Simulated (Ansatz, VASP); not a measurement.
# BeS in VASP and in Ansatz

```
Be S
1.0
     0.00000    2.34304    2.30568
     2.30568    0.00000    2.30568
     2.30568    2.34304    0.00000
Be S
1 1
Direct
  0.00000 0.00000 0.00000
  0.75000 0.75000 0.75000
```

Alike in both runs: task single point; functional PBEsol; k mesh 10 × 10 × 10; occupations gaussian, width 0.05 eV; no spin polarisation.

|  | VASP | Ansatz |
| --- | --- | --- |
| version | VASP 6.6.1 | Ansatz 0.2.0 |
| potentials or method | VASP PAW PBE potentials, release 64 (Be, S), cutoff 520 eV | scalar-relativistic, plane waves, PAW |
| valence electrons in the cell | 8 | 8 |

Ansatz gave:

| Item | Value |
| --- | --- |
| gap on the k mesh at the Fermi level (eV) | 2.50 |
| least direct gap on the mesh (eV) | 5.44 |
| pressure (GPa) | 15.8 |
| traceless stress, the component that is largest in VASP (GPa) | -1.12 |

Problem. What did VASP give for the same quantities?

Solution. gap on the k mesh at the Fermi level (eV): 2.50; least direct gap on the mesh (eV): 5.47; pressure (GPa): 16.0; traceless stress, the component that is largest in VASP (GPa): -1.11.

VASP's potentials were made for PBE, not for PBEsol. The functional is the same, so the differences come from potentials, cutoffs and numerics.
